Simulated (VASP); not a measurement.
# Ru (P6_3/mmc) in VASP: a series of runs

Ru is run at these levels: PBEsol; tasks: single point.

All numbers are computed with VASP 6.6.1; they aren't measurements. Logs are shortened: lines on timing, memory, paths and dates and some standing lists are left out, and cuts for length are marked.

## Step 1: The cell of the first run

It takes space group P6_3/mmc (No. 194, hexagonal). Conventional cell: a = 2.663 Å, b = 2.663 Å, c = 4.272 Å, α = 90.00°, β = 90.00°, γ = 120.00°. Within 3.5 Å of Ru (site symmetry -6m2) lie 12 Ru at 2.63 to 2.66 Å.

## Step 2: Single point, PBEsol (biaxial strain in the a-b plane: -1.0 %, then relaxed in part)

INCAR reads:

```
PREC = Accurate
ENCUT = 520
EDIFF = 1E-7
ISMEAR = 0
SIGMA = 0.1
LREAL = False
LASPH = True
NELM = 100
ALGO = Fast
ISIF = 2
LWAVE = False
LCHARG = True
GGA = PS
LELF = True
LVHAR = True
NBANDS = 21
```

KPOINTS reads:

```
Automatic mesh
0
Gamma
  24 24 12
```

POSCAR reads:

```
Ru
1.0
    2.6625863894      0.0000000000      0.0000000000
   -1.3312931947      2.3058674530      0.0000000000
    0.0000000000      0.0000000000      4.2719239187
Ru
2
Direct
    0.3333333333      0.6666666667      0.2500000000
    0.6666666667      0.3333333333      0.7500000000
```

Potentials or basis: VASP PAW PBE potentials, release 64 (Ru_pv).

Launch:

```
> cat potpaw_PBE.64/Ru_pv/POTCAR > POTCAR
> mpirun -np 1 vasp_std > vasp.out
```

OUTCAR:

```text
PREC = Accurate
   ENCUT = 520
   EDIFF = 1E-7
   ISMEAR = 0
   LREAL = False
   LASPH = True
   NELM = 100
   ISIF = 2
   GGA = PS

 ion  position               nearest neighbor table
   1  0.333  0.667  0.250-   2 2.63   2 2.63   2 2.63   2 2.63   2 2.63   2 2.63
   2  0.667  0.333  0.750-   1 2.63   1 2.63   1 2.63   1 2.63   1 2.63   1 2.63

  LATTYP: Found a hexagonal cell.
 ALAT       =     2.6625863894
 C/A-ratio  =     1.6044264087

  Lattice vectors:

 A1 = (   2.6625863894,   0.0000000000,   0.0000000000)
 A2 = (  -1.3312931947,   2.3058674530,   0.0000000000)
 A3 = (   0.0000000000,   0.0000000000,   4.2719239187)

Analysis of symmetry for initial positions (statically):
=====================================================================
 Subroutine PRICEL returns:
 Original cell was already a primitive cell.

 Routine SETGRP: Setting up the symmetry group for a
 hexagonal supercell.

 Subroutine GETGRP returns: Found 24 space group operations
 (whereof 12 operations were pure point group operations)
 out of a pool of 24 trial point group operations.

The static configuration has the point symmetry D_3d.
 The point group associated with its full space group is D_6h.

Analysis of symmetry for dynamics (positions and initial velocities):
=====================================================================
 Subroutine PRICEL returns:
 Original cell was already a primitive cell.

 Routine SETGRP: Setting up the symmetry group for a
 hexagonal supercell.

 Subroutine GETGRP returns: Found 24 space group operations
 (whereof 12 operations were pure point group operations)
 out of a pool of 24 trial point group operations.

The dynamic configuration has the point symmetry D_3d.
 The point group associated with its full space group is D_6h.

 Subroutine INISYM returns: Found 24 space group operations
 (whereof 12 operations are pure point group operations),
 and found     1 'primitive' translations

----------------------------------------------------------------------------------------

                                     Primitive cell

  volume of cell :      26.2278

  direct lattice vectors                    reciprocal lattice vectors
     2.662586389  0.000000000  0.000000000     0.375574668  0.216838136  0.000000000
    -1.331293195  2.305867453  0.000000000     0.000000000  0.433676272  0.000000000
     0.000000000  0.000000000  4.271923919     0.000000000  0.000000000  0.234086566

  length of vectors
     2.662586389  2.662586389  4.271923919     0.433676272  0.433676272  0.234086566

  position of ions in fractional coordinates (direct lattice)
     0.333333333  0.666666667  0.250000000
     0.666666667  0.333333333  0.750000000

  ion indices of the primitive-cell ions
   primitive index   ion index
                 1           1
                 2           2

----------------------------------------------------------------------------------------

 KPOINTS: Automatic mesh

Automatic generation of k-mesh.
 Grid dimensions read from file:
 generate k-points for:   24   24   12

 Generating k-lattice:

  Cartesian coordinates                     Fractional coordinates (reciprocal lattice)
     0.015648945  0.009034922  0.000000000     0.041666667  0.000000000  0.000000000
     0.000000000  0.018069845  0.000000000     0.000000000  0.041666667  0.000000000
     0.000000000  0.000000000  0.019507214     0.000000000  0.000000000  0.083333333

  Length of vectors
     0.018069845  0.018069845  0.019507214

  Shift w.r.t. Gamma in fractional coordinates (k-lattice)
     0.000000000  0.000000000  0.000000000

 Subroutine IBZKPT returns following result:
 ===========================================

 Found    427 irreducible k-points:

 Following reciprocal coordinates:
            Coordinates               Weight
  0.000000  0.000000  0.000000      1.000000
  0.041667  0.000000  0.000000      6.000000
  0.083333  0.000000  0.000000      6.000000
  0.125000  0.000000  0.000000      6.000000
  0.166667  0.000000  0.000000      6.000000
  0.208333  0.000000  0.000000      6.000000
[... 16 lines left out ...]
  0.416667  0.041667  0.000000     12.000000
  0.458333  0.041667  0.000000     12.000000
 [... further k-points ...]
   k-points           NKPTS =    427   k-points in BZ     NKDIM =    427   number of bands    NBANDS=     21
   number of dos      NEDOS =    301   number of ions     NIONS =      2
   total plane-waves  NPLWV =  12800
   dimension x,y,z NGX =    20 NGY =   20 NGZ =   32
   dimension x,y,z NGXF=    40 NGYF=   40 NGZF=   64
   ions per type =               2
   NGX,Y,Z   is equivalent  to a cutoff of  12.49, 12.49, 12.45 a.u.
   NGXF,Y,Z  is equivalent  to a cutoff of  24.98, 24.98, 24.91 a.u.
 SYSTEM =  unknown system
   PREC   = accura    normal or accurate (medium, high low for compatibility)
   ISTART =      0    job   : 0-new  1-cont  2-samecut
   ICHARG =      2    charge: 1-file 2-atom 10-const
   ISPIN  =      1    spin polarized calculation?
   LNONCOLLINEAR =      F non collinear calculations
   LSORBIT =      F    spin-orbit coupling
   LASPH  =      T    aspherical Exc in radial PAW
   ENCUT  =  520.0 eV  38.22 Ry    6.18 a.u.   4.95  4.95  7.94*2*pi/ulx,y,z
   NELM   =    100;   NELMIN=  2; NELMDL= -5     # of ELM steps
   EDIFF  = 0.1E-06   stopping-criterion for ELM
   LREAL  =      F    real-space projection
   EDIFFG = 0.1E-05   stopping-criterion for IOM
   NSW    =      0    number of steps for IOM
   IBRION =     -1    ionic relax: 0-MD 1-quasi-New 2-CG
   NFREE  =      0    steps in history (QN), initial steepest desc. (CG)
   ISIF   =      2    stress and relaxation
   ISYM   =      2    0-nonsym 1-usesym 2-fastsym
   POTIM  = 0.5000    time-step for ionic-motion
   TEBEG  =    0.0;   TEEND  =   0.0 temperature during run
   PSTRESS=    0.0 pullay stress
   NELECT =      28.0000    total number of electrons
   NUPDOWN=      -1.0000    fix difference up-down
   EMIN   =  10.00;   EMAX   =-10.00  energy-range for DOS
   EFERMI =   0.00;   METHOD = LEGACY
   ISMEAR =     0;   SIGMA  =   0.10  broadening in eV -4-tet -1-fermi 0-gaus
   EFERMI_NEDOS =   21; number of points for ismear=-14 and -15
   IALGO  =     68    algorithm
   IMIX   =      4    mixing-type and parameters
     AMIX     =   0.40;   BMIX     =  1.00
     AMIX_MAG =   1.60;   BMIX_MAG =  1.00
  volume/ion in A,a.u.               =      13.11        88.50
  Fermi-wavevector in a.u.,A,eV,Ry     =   1.673171  3.161835 38.089525  2.799501
  Thomas-Fermi vector in A             =   2.758189
   LORBIT       =      0    0 simple, 1 ext, 2 COOP (PROOUT), +10 PAW based schemes
   GGA     = PS    functional components
   LHFCALC =     F    Hartree Fock is set to
   AEXX    =    0.0000 exact exchange contribution
   IVDW    =     0    specifies the selected vdW correction
   LEPSILON=     F    determine dielectric tensor
   LRPA    =     F    only Hartree local field effects (RPA)
 non-spin polarized calculation
 RMM-DIIS sequential band-by-band and
 Gauss-broadening in eV      SIGMA  =   0.10
  energy-cutoff  :      520.00
  volume of cell :       26.23
 maximum number of plane-waves:       732
 NGX is ok and might be reduce to    20
   NGX =  9   NGY =  9   NGZ = 15

 number of electron      27.9999995 magnetization

 Free energy of the ion-electron system (eV)
  ---------------------------------------------------
  ext. energy  EPLUGINS =         0.00000000
  ---------------------------------------------------
  free energy    TOTEN  =       -20.33036202 eV

  energy without entropy =      -20.32151752  energy(sigma->0) =      -20.32593977

 E-fermi :  13.3637     XC(G=0): -14.4975

 val. band max:       13.3611004285   @ k =   0.2917   0.0000   0.2500
 cond. band min:      13.3679428180   @ k =   0.1667   0.1250   0.2500
 fundamental gap:      0.0068423895
 Fermi energy:        13.3637312251

 k-point     1 :       0.0000    0.0000    0.0000
  band No.  band energies     occupation
      1     -30.3756      2.00000
      2     -29.3253      2.00000
      3     -29.3253      2.00000
      4     -29.1484      2.00000
      5     -29.1484      2.00000
      6     -29.1240      2.00000
[... 13 lines left out ...]
     20      23.5815      0.00000
     21      23.8997      0.00000

 k-point     2 :       0.0417    0.0000    0.0000
  band No.  band energies     occupation
      1     -30.3689      2.00000
      2     -29.3405      2.00000
      3     -29.3303      2.00000
      4     -29.1641      2.00000
      5     -29.1505      2.00000
      6     -29.1269      2.00000
[... 13 lines left out ...]
     20      23.5815      0.00000
     21      23.8904      0.00000

 k-point     3 :       0.0833    0.0000    0.0000
  band No.  band energies     occupation
      1     -30.3491      2.00000
      2     -29.3849      2.00000
      3     -29.3448      2.00000
      4     -29.2101      2.00000
      5     -29.1569      2.00000
      6     -29.1353      2.00000
[... 13 lines left out ...]
     20      23.5814      0.00000
     21      23.8612      0.00000

 k-point     4 :       0.1250    0.0000    0.0000
  band No.  band energies     occupation
      1     -30.3169      2.00000
      2     -29.4555      2.00000
      3     -29.3674      2.00000
      4     -29.2824      2.00000
      5     -29.1674      2.00000
      6     -29.1495      2.00000
[... 13 lines left out ...]
     20      23.5814      0.00000
     21      23.8111      0.00000

 k-point     5 :       0.1667    0.0000    0.0000
  band No.  band energies     occupation
      1     -30.2733      2.00000
      2     -29.5475      2.00000
      3     -29.3962      2.00000
      4     -29.3752      2.00000
      5     -29.1815      2.00000
      6     -29.1695      2.00000
[... 13 lines left out ...]
     20      23.5813      0.00000
     21      23.7458      0.00000

 k-point     6 :       0.2083    0.0000    0.0000
  band No.  band energies     occupation
      1     -30.2199      2.00000
      2     -29.6544      2.00000
      3     -29.4811      2.00000
      4     -29.4290      2.00000
      5     -29.1986      2.00000
      6     -29.1954      2.00000
[... 13 lines left out ...]
     20      23.5812      0.00000
     21      23.6828      0.00000

 k-point     7 :       0.2500    0.0000    0.0000
  band No.  band energies     occupation
      1     -30.1587      2.00000
      2     -29.7691      2.00000
      3     -29.5925      2.00000
      4     -29.4635      2.00000
      5     -29.2269      2.00000
      6     -29.2175      2.00000
[... 13 lines left out ...]
     20      23.5811      0.00000
     21      23.6405      0.00000
[... 291 lines left out ...]
      1     -30.0541      2.00000
      2     -29.9362      2.00000
      3     -29.7586      2.00000
      4     -29.5160      2.00000
      5     -29.2860      2.00000
      6     -29.2549      2.00000
[... 13 lines left out ...]
     20      23.6048      0.00000
     21      25.9864      0.00000

 k-point    21 :       0.3333    0.0417    0.0000
  band No.  band energies     occupation
      1     -30.0345      2.00000
      2     -29.9858      2.00000
      3     -29.8474      2.00000
      4     -29.5473      2.00000
      5     -29.3285      2.00000
      6     -29.2727      2.00000
[... 13 lines left out ...]
     20      23.5770      0.00000
     21      24.8128      0.00000

 k-point    22 :       0.3750    0.0417    0.0000
  band No.  band energies     occupation
      1     -30.1146      2.00000
      2     -29.9218      2.00000
      3     -29.9192      2.00000
      4     -29.5724      2.00000
      5     -29.3713      2.00000
      6     -29.2874      2.00000
[... 13 lines left out ...]
     20      24.4024      0.00000
     21      27.2607      0.00000

 k-point    23 :       0.4167    0.0417    0.0000
  band No.  band energies     occupation
      1     -30.1710      2.00000
      2     -29.9695      2.00000
      3     -29.8691      2.00000
      4     -29.5898      2.00000
      5     -29.4091      2.00000
      6     -29.2978      2.00000
[... 13 lines left out ...]
     20      25.0885      0.00000
     21      26.8403      0.00000

 k-point    24 :       0.4583    0.0417    0.0000
  band No.  band energies     occupation
      1     -30.2001      2.00000
      2     -29.9955      2.00000
      3     -29.8378      2.00000
      4     -29.5988      2.00000
      5     -29.4325      2.00000
      6     -29.3032      2.00000
[... 13 lines left out ...]
     20      25.4892      0.00000
     21      26.5148      0.00000

 [... further k-points ...]
[... 5 lines left out ...]
  --------------------------------------------------------------------------------------
  -------------------------------------------------------------------------------------
  Total        1.3448277      1.3448277     -0.0023017      0.0000000      0.0000000      0.0000000
  in kB       82.1515335     82.1515335     -0.1406023      0.0000000      0.0000000      0.0000000
  external PRESSURE =      54.7208216 kB  Pullay stress =       0.0000000 kB

 VOLUME and BASIS-vectors are now :
 -----------------------------------------------------------------------------
  energy-cutoff  :      520.00
  volume of cell :       26.23
      direct lattice vectors                 reciprocal lattice vectors
     2.662586389  0.000000000  0.000000000     0.375574668  0.216838136  0.000000000
    -1.331293195  2.305867453  0.000000000     0.000000000  0.433676272  0.000000000
     0.000000000  0.000000000  4.271923919     0.000000000  0.000000000  0.234086566

 POSITION                                       TOTAL-FORCE (eV/Angst)
 -----------------------------------------------------------------------------------
     -0.00000      1.53724      1.06798        -0.000000     -0.000000      0.000000
      1.33129      0.76862      3.20394         0.000000      0.000000      0.000000
 -----------------------------------------------------------------------------------
    total drift:                               -0.000000      0.000000     -0.000000

  FREE ENERGIE OF THE ION-ELECTRON SYSTEM (eV)
  ---------------------------------------------------
  free  energy   TOTEN  =       -20.3303620249 eV

  energy  without entropy=      -20.3215175165  energy(sigma->0) =      -20.32593977
```

It took 2.1 min on 1 thread of Intel Xeon Platinum 8488C (Sapphire Rapids), shared host; peak memory 0.29 GiB.

Results:

```yaml
Free_energy: -20.3304 eV
Pressure: 5.5 GPa
Band_gap_on_the_k_mesh: zero (band 14 reaches 15.07 eV, above the bottom of band 15 at 11.68 eV)
```

Caveat: the cell differs from its parent crystal (biaxial strain in the a-b plane: -1.0 %, then relaxed in part); the PAW data sets were made with another functional, which shifts forces and pressure a little.

## Step 3: Single point, PBEsol (biaxial strain in the a-b plane: -1.0 %)

INCAR reads:

```
SYSTEM = Ru
ALGO = Fast
EDIFF = 1E-6
ENCUT = 520
GGA = PS
ISIF = 2
ISMEAR = 0
LASPH = .TRUE.
LCHARG = .TRUE.
LELF = .TRUE.
LREAL = .FALSE.
LVHAR = .TRUE.
LWAVE = .FALSE.
NBANDS = 21
NELM = 100
PREC = Accurate
SIGMA = 0.1
```

KPOINTS reads:

```
k-points
0
G
  24 24 12
  0 0 0
```

POSCAR: that of step 2 with these lines changed.

```diff
@@ -4,3 +4,3 @@
    -1.3312931947      2.3058674530      0.0000000000
-    0.0000000000      0.0000000000      4.2719239187
+    0.0000000000      0.0000000000      4.2774547069
 Ru
```

Potentials or basis: VASP PAW PBE potentials, release 64 (Ru_pv).

Launch:

```
> cat potpaw_PBE.64/Ru_pv/POTCAR > POTCAR
> mpirun -np 1 vasp_std > vasp.out
```

Wall time 1.8 min (1 thread of Intel Xeon Platinum 8488C (Sapphire Rapids), shared host); peak memory 0.29 GiB.

The run converged. Its results:

* Free energy: -20.3303 eV
* Pressure: 5.0 GPa
* Band gap on the k mesh: zero (band 14 reaches 15.04 eV, above the bottom of band 15 at 11.65 eV)

Stress tensor (GPa, compression positive):
```
 7.96  0.00  0.00
 0.00  7.96  0.00
 0.00  0.00 -0.91
```

Levels at points of the mesh, in eV from the Fermi level:
```csv
k point,band 12,band 13,band 14,band 15,band 16,band 17
"(0.00, 0.00, 0.00)",-2.06,-2.06,-1.36,-1.36,1.08,1.24
"(0.50, 0.00, 0.00)",-1.85,-1.70,1.60,1.96,2.01,4.26
"(0.00, 0.00, 0.50)",-2.88,-2.88,-2.88,0.56,0.56,0.56
"(0.50, 0.00, 0.50)",-1.08,0.44,0.44,1.85,1.85,3.49
```

Caveat: the cell differs from its parent crystal (biaxial strain in the a-b plane: -1.0 %); the PAW data sets were made with another functional, which shifts forces and pressure a little.

[end of part 1 of 2]
